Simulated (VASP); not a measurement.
# Mg (P6_3/mmc) in VASP: further runs

Runs on Mg. Level: LDA. Tasks: single point, relaxation of cell and atoms.

Program: VASP 6.6.1. These are calculated values, not measurements. Logs are shortened: lines on timing, memory, paths and dates and some standing lists are left out, and cuts for length are marked.

### Step 1. The cell of the first run

Symmetry: P6_3/mmc, No. 194, hexagonal system. Conventional cell: a = 3.144 Å, b = 3.144 Å, c = 5.059 Å, α = 90.00°, β = 90.00°, γ = 120.00°. Within 4.1 Å of Mg (site symmetry -6m2) lie 12 Mg at 3.11 to 3.14 Å.

### Step 2. Single point, LDA

INCAR reads:

```
PREC = Accurate ; ENCUT = 520
EDIFF = 1E-6 ; ISMEAR = -1
SIGMA = 0.15 ; LREAL = F
LASPH = T ; NELM = 80
ALGO = Fast ; ISIF = 2
LWAVE = F ; LCHARG = F
GGA = CA ; NBANDS = 9
```

KPOINTS reads:

```
Automatic mesh
0
Gamma
  15 15 8
```

POSCAR reads:

```
Mg
1.0
    3.1440200821      0.0000000000      0.0000000000
   -1.5720100411      2.7228012611      0.0000000000
    0.0000000000      0.0000000000      5.0591023507
Mg
2
Direct
    0.3333333333      0.6666666667      0.2500000000
    0.6666666667      0.3333333333      0.7500000000
```

Potentials or basis: VASP PAW LDA potentials, release 64 (Mg).

On the command line:

```sh
$ cat potpaw_LDA.64/Mg/POTCAR > POTCAR
$ mpirun -np 1 vasp_std > vasp.out
```

OUTCAR:

```text
PREC = Accurate
   ENCUT = 520
   EDIFF = 1E-6
   ISMEAR = -1
   LREAL = F
   LASPH = T
   NELM = 80
   ISIF = 2
   GGA = CA

 ion  position               nearest neighbor table
   1  0.333  0.667  0.250-   2 3.11   2 3.11   2 3.11   2 3.11   2 3.11   2 3.11
   2  0.667  0.333  0.750-   1 3.11   1 3.11   1 3.11   1 3.11   1 3.11   1 3.11

  LATTYP: Found a hexagonal cell.
 ALAT       =     3.1440200821
 C/A-ratio  =     1.6091189683

  Lattice vectors:

 A1 = (   3.1440200821,   0.0000000000,   0.0000000000)
 A2 = (  -1.5720100411,   2.7228012611,   0.0000000000)
 A3 = (   0.0000000000,   0.0000000000,   5.0591023507)

Analysis of symmetry for initial positions (statically):
=====================================================================
 Subroutine PRICEL returns:
 Original cell was already a primitive cell.

 Routine SETGRP: Setting up the symmetry group for a
 hexagonal supercell.

 Subroutine GETGRP returns: Found 24 space group operations
 (whereof 12 operations were pure point group operations)
 out of a pool of 24 trial point group operations.

The static configuration has the point symmetry D_3d.
 The point group associated with its full space group is D_6h.

Analysis of symmetry for dynamics (positions and initial velocities):
=====================================================================
 Subroutine PRICEL returns:
 Original cell was already a primitive cell.

 Routine SETGRP: Setting up the symmetry group for a
 hexagonal supercell.

 Subroutine GETGRP returns: Found 24 space group operations
 (whereof 12 operations were pure point group operations)
 out of a pool of 24 trial point group operations.

The dynamic configuration has the point symmetry D_3d.
 The point group associated with its full space group is D_6h.

 Subroutine INISYM returns: Found 24 space group operations
 (whereof 12 operations are pure point group operations),
 and found     1 'primitive' translations

----------------------------------------------------------------------------------------

                                     Primitive cell

  volume of cell :      43.3087

  direct lattice vectors                    reciprocal lattice vectors
     3.144020082  0.000000000  0.000000000     0.318064126  0.183634409  0.000000000
    -1.572010041  2.722801261  0.000000000     0.000000000  0.367268818  0.000000000
     0.000000000  0.000000000  5.059102351     0.000000000  0.000000000  0.197663524

  length of vectors
     3.144020082  3.144020082  5.059102351     0.367268818  0.367268818  0.197663524

  position of ions in fractional coordinates (direct lattice)
     0.333333333  0.666666667  0.250000000
     0.666666667  0.333333333  0.750000000

  ion indices of the primitive-cell ions
   primitive index   ion index
                 1           1
                 2           2

----------------------------------------------------------------------------------------

 KPOINTS: Automatic mesh

Automatic generation of k-mesh.
 Grid dimensions read from file:
 generate k-points for:   15   15    8

 Generating k-lattice:

  Cartesian coordinates                     Fractional coordinates (reciprocal lattice)
     0.021204275  0.012242294  0.000000000     0.066666667  0.000000000  0.000000000
     0.000000000  0.024484588  0.000000000     0.000000000  0.066666667  0.000000000
     0.000000000  0.000000000  0.024707941     0.000000000  0.000000000  0.125000000

  Length of vectors
     0.024484588  0.024484588  0.024707941

  Shift w.r.t. Gamma in fractional coordinates (k-lattice)
     0.000000000  0.000000000  0.000000000

 Subroutine IBZKPT returns following result:
 ===========================================

 Found    135 irreducible k-points:

 Following reciprocal coordinates:
            Coordinates               Weight
  0.000000  0.000000  0.000000      1.000000
  0.066667  0.000000  0.000000      6.000000
  0.133333  0.000000  0.000000      6.000000
  0.200000  0.000000  0.000000      6.000000
  0.266667  0.000000  0.000000      6.000000
  0.333333 -0.000000  0.000000      6.000000
[... 16 lines left out ...]
  0.333333  0.200000  0.000000     12.000000
  0.400000  0.200000  0.000000      6.000000
 [... further k-points ...]
   k-points           NKPTS =    135   k-points in BZ     NKDIM =    135   number of bands    NBANDS=      9
   number of dos      NEDOS =    301   number of ions     NIONS =      2
   total plane-waves  NPLWV =  23040
   dimension x,y,z NGX =    24 NGY =   24 NGZ =   40
   dimension x,y,z NGXF=    48 NGYF=   48 NGZF=   80
   ions per type =               2
   NGX,Y,Z   is equivalent  to a cutoff of  12.69, 12.69, 13.14 a.u.
   NGXF,Y,Z  is equivalent  to a cutoff of  25.38, 25.38, 26.29 a.u.
 SYSTEM =  unknown system
   PREC   = accura    normal or accurate (medium, high low for compatibility)
   ISTART =      0    job   : 0-new  1-cont  2-samecut
   ICHARG =      2    charge: 1-file 2-atom 10-const
   ISPIN  =      1    spin polarized calculation?
   LNONCOLLINEAR =      F non collinear calculations
   LSORBIT =      F    spin-orbit coupling
   LASPH  =      T    aspherical Exc in radial PAW
   ENCUT  =  520.0 eV  38.22 Ry    6.18 a.u.   5.85  5.85  9.41*2*pi/ulx,y,z
   NELM   =     80;   NELMIN=  2; NELMDL= -5     # of ELM steps
   EDIFF  = 0.1E-05   stopping-criterion for ELM
   LREAL  =      F    real-space projection
   EDIFFG = 0.1E-04   stopping-criterion for IOM
   NSW    =      0    number of steps for IOM
   IBRION =     -1    ionic relax: 0-MD 1-quasi-New 2-CG
   NFREE  =      0    steps in history (QN), initial steepest desc. (CG)
   ISIF   =      2    stress and relaxation
   ISYM   =      2    0-nonsym 1-usesym 2-fastsym
   POTIM  = 0.5000    time-step for ionic-motion
   TEBEG  =    0.0;   TEEND  =   0.0 temperature during run
   PSTRESS=    0.0 pullay stress
   NELECT =       4.0000    total number of electrons
   NUPDOWN=      -1.0000    fix difference up-down
   EMIN   =  10.00;   EMAX   =-10.00  energy-range for DOS
   EFERMI =   0.00;   METHOD = LEGACY
   ISMEAR =    -1;   SIGMA  =   0.15  broadening in eV -4-tet -1-fermi 0-gaus
   EFERMI_NEDOS =   21; number of points for ismear=-14 and -15
   IALGO  =     68    algorithm
   IMIX   =      4    mixing-type and parameters
     AMIX     =   0.40;   BMIX     =  1.00
     AMIX_MAG =   1.60;   BMIX_MAG =  1.00
  volume/ion in A,a.u.               =      21.65       146.13
  Fermi-wavevector in a.u.,A,eV,Ry     =   0.740008  1.398413  7.450717  0.547612
  Thomas-Fermi vector in A             =   1.834308
   LORBIT       =      0    0 simple, 1 ext, 2 COOP (PROOUT), +10 PAW based schemes
   GGA     = CA    functional components
   LHFCALC =     F    Hartree Fock is set to
   AEXX    =    0.0000 exact exchange contribution
   IVDW    =     0    specifies the selected vdW correction
   LEPSILON=     F    determine dielectric tensor
   LRPA    =     F    only Hartree local field effects (RPA)
 non-spin polarized calculation
 RMM-DIIS sequential band-by-band and
  energy-cutoff  :      520.00
  volume of cell :       43.31
 maximum number of plane-waves:      1184
 NGX is ok and might be reduce to    24
   NGX = 11   NGY = 11   NGZ = 19

 number of electron       4.0000000 magnetization

 Free energy of the ion-electron system (eV)
  ---------------------------------------------------
  ext. energy  EPLUGINS =         0.00000000
  ---------------------------------------------------
  free energy    TOTEN  =        -3.65068471 eV

  energy without entropy =       -3.59204247  energy(sigma->0) =       -3.62136359

 E-fermi :   2.7779     XC(G=0):  -8.8698

 val. band max:        2.7639470522   @ k =   0.3333   0.1333   0.1250
 cond. band min:       2.7856133721   @ k =   0.2667   0.2667   0.2500
 fundamental gap:      0.0216663200
 Fermi energy:         2.7779236167

 k-point     1 :       0.0000    0.0000    0.0000
  band No.  band energies     occupation
      1      -4.3949      2.00000
      2       1.0804      1.99998
      3       1.5909      1.99927
      4      13.9184      0.00000
      5      13.9184      0.00000
      6      14.0591      0.00000
      7      14.0591      0.00000
      8      14.9858      0.00000
      9      16.6026      0.00000

 k-point     2 :       0.0667    0.0000    0.0000
  band No.  band energies     occupation
      1      -4.3046      2.00000
      2       1.1621      1.99996
      3       1.6784      1.99869
      4      12.1441      0.00000
      5      12.9456      0.00000
      6      13.7916      0.00000
      7      15.1577      0.00000
      8      15.7898      0.00000
      9      16.9315      0.00000

 k-point     3 :       0.1333    0.0000    0.0000
  band No.  band energies     occupation
      1      -4.0341      2.00000
      2       1.4073      1.99978
      3       1.9388      1.99259
      4      10.0569      0.00000
      5      12.0516      0.00000
      6      12.8284      0.00000
      7      14.9286      0.00000
      8      15.5968      0.00000
      9      16.3033      0.00000

 k-point     4 :       0.2000    0.0000    0.0000
  band No.  band energies     occupation
      1      -3.5852      2.00000
      2       1.8163      1.99672
      3       2.3636      1.88118
      4       8.0568      0.00000
      5      11.3068      0.00000
      6      11.7953      0.00000
      7      12.9351      0.00000
      8      14.2924      0.00000
      9      15.9627      0.00000
[... 205 lines left out ...]
 k-point    22 :       0.2667    0.2000    0.0000
  band No.  band energies     occupation
      1      -1.1125      2.00000
      2       3.7013      0.00423
      3       4.1121      0.00027
      4       4.6852      0.00001
      5       5.9033      0.00000
      6       9.0328      0.00000
      7      10.1218      0.00000
      8      10.4303      0.00000
      9      11.6415      0.00000

 k-point    23 :       0.3333    0.2000    0.0000
  band No.  band energies     occupation
      1      -0.0750      2.00000
      2       2.4353      1.81516
      3       4.7097      0.00001
      4       5.0933      0.00000
      5       6.2727      0.00000
      6       7.5881      0.00000
      7       8.8887      0.00000
      8      10.1418      0.00000
      9      11.3506      0.00000

 k-point    24 :       0.4000    0.2000    0.0000
  band No.  band energies     occupation
      1       1.1029      1.99997
      2       1.1284      1.99997
      3       4.7113      0.00001
      4       6.0718      0.00000
      5       6.4495      0.00000
      6       6.7392      0.00000
      7       8.1851      0.00000
      8      10.0508      0.00000
      9      11.2602      0.00000

 [... further k-points ...]
[... 5 lines left out ...]
  --------------------------------------------------------------------------------------
  -------------------------------------------------------------------------------------
  Total       -0.0878745     -0.0878745     -0.0874435      0.0000000      0.0000000      0.0000000
  in kB       -3.2508651     -3.2508651     -3.2349172      0.0000000      0.0000000      0.0000000
  external PRESSURE =      -3.2455491 kB  Pullay stress =       0.0000000 kB

 VOLUME and BASIS-vectors are now :
 -----------------------------------------------------------------------------
  energy-cutoff  :      520.00
  volume of cell :       43.31
      direct lattice vectors                 reciprocal lattice vectors
     3.144020082  0.000000000  0.000000000     0.318064126  0.183634409  0.000000000
    -1.572010041  2.722801261  0.000000000     0.000000000  0.367268818  0.000000000
     0.000000000  0.000000000  5.059102351     0.000000000  0.000000000  0.197663524

 POSITION                                       TOTAL-FORCE (eV/Angst)
 -----------------------------------------------------------------------------------
     -0.00000      1.81520      1.26478        -0.000000      0.000000      0.000000
      1.57201      0.90760      3.79433         0.000000     -0.000000      0.000000
 -----------------------------------------------------------------------------------
    total drift:                                0.000000     -0.000000      0.000000

  FREE ENERGIE OF THE ION-ELECTRON SYSTEM (eV)
  ---------------------------------------------------
  free  energy   TOTEN  =        -3.6506847092 eV

  energy  without entropy=       -3.5920424696  energy(sigma->0) =       -3.62136359
```

Run time: 36 s. Hardware: 1 thread of Oxide Virtual Turin-like, shared host; peak memory 0.14 GiB.

What came out:

* Free energy: -3.6507 eV
* Pressure: -0.3 GPa
* Band gap on the k mesh: zero (band 2 reaches 3.70 eV, above the bottom of band 3 at 1.59 eV)

Levels at points of the mesh, in eV from the Fermi level:
```tsv
k point	band 1	band 2	band 3	band 4	band 5
(0.00, 0.00, 0.00)	-7.17	-1.70	-1.19	11.14	11.14
(0.00, 0.00, 0.50)	-5.71	-5.71	5.33	5.33	11.90
```

### Step 3. Relaxation of cell and atoms, LDA

This run uses another cell than the first one, of 21.60 Å³/atom, 0.998 times its volume.

INCAR reads:

```
SYSTEM = Mg
PREC = Accurate ; ENCUT = 600
EDIFF = 1E-7 ; ISMEAR = -1
SIGMA = 0.15 ; LREAL = .False.
LASPH = .True. ; NELM = 80
ALGO = Normal ; ISIF = 3
LWAVE = .False. ; LCHARG = .False.
IBRION = 2 ; NSW = 80
EDIFFG = -0.001
```

KPOINTS reads:

```
Automatic mesh
0
Gamma
  15 15 8
  0 0 0
```

POSCAR reads:

```
Mg
1.0
    3.1465729427      0.0000000000      0.0000000000
   -1.5732864714      2.7250121033      0.0000000000
    0.0000000000      0.0000000000      5.0386890197
Mg
2
Direct
    0.3333333333      0.6666666667      0.2500000000
    0.6666666667      0.3333333333      0.7500000000
```

Potentials or basis: VASP PAW LDA potentials, release 64 (Mg).

On the command line:

```sh
$ cat potpaw_LDA.64/Mg/POTCAR > POTCAR
$ mpirun -np 1 vasp_std > vasp.out
```

Wall time 84 s (1 thread of Oxide Virtual Turin-like, shared host); peak memory 0.16 GiB.

It converged, with:

```yaml
Free_energy: -3.6512 eV
Relaxed_volume: 21.48 Å³/atom
Relaxed_cell: a = 3.135 Å, b = 3.135 Å, c = 5.045 Å, α = 90.00°, β = 90.00°, γ = 120.00°
Space_group_after_relaxing_to_0.05_Å: P6_3/mmc (No. 194)
Energy_gained_by_relaxing: 0.1 meV/atom
Ionic_steps: 5
Pressure_after_relaxing: 0.0 GPa
Band_gap_on_the_k_mesh: zero (band 2 reaches 3.75 eV, above the bottom of band 3 at 1.64 eV)
```

The path:
| step | energy change (eV) | largest force (eV/Å) | pressure (GPa) | volume (Å³) |
| --- | --- | --- | --- | --- |
| 1 | 0.0000 | 0.0000 | -0.23 | 43.20 |
| 2 | -0.0002 | 0.0000 | -0.05 | 43.01 |
| 3 | -0.0003 | 0.0000 | 0.03 | 42.92 |
| 4 | -0.0003 | 0.0000 | 0.02 | 42.94 |
| 5 | -0.0003 | 0.0000 | 0.00 | 42.96 |

Final structure:
```
CELL_PARAMETERS angstrom
3.13542 0.00000 0.00000
-1.56771 2.71536 0.00000
0.00000 0.00000 5.04548
ATOMIC_POSITIONS crystal
Mg 0.33333 0.66667 0.25000
Mg 0.66667 0.33333 0.75000
```

Levels at points of the mesh, in eV from the Fermi level:
| k point | band 1 | band 2 | band 3 | band 4 | band 5 |
| --- | --- | --- | --- | --- | --- |
| (0.00, 0.00, 0.00) | -7.21 | -1.71 | -1.19 | 11.19 | 11.19 |
| (0.00, 0.00, 0.50) | -5.74 | -5.74 | 5.35 | 5.35 | 11.95 |

(Continued in part 2 of 2.)
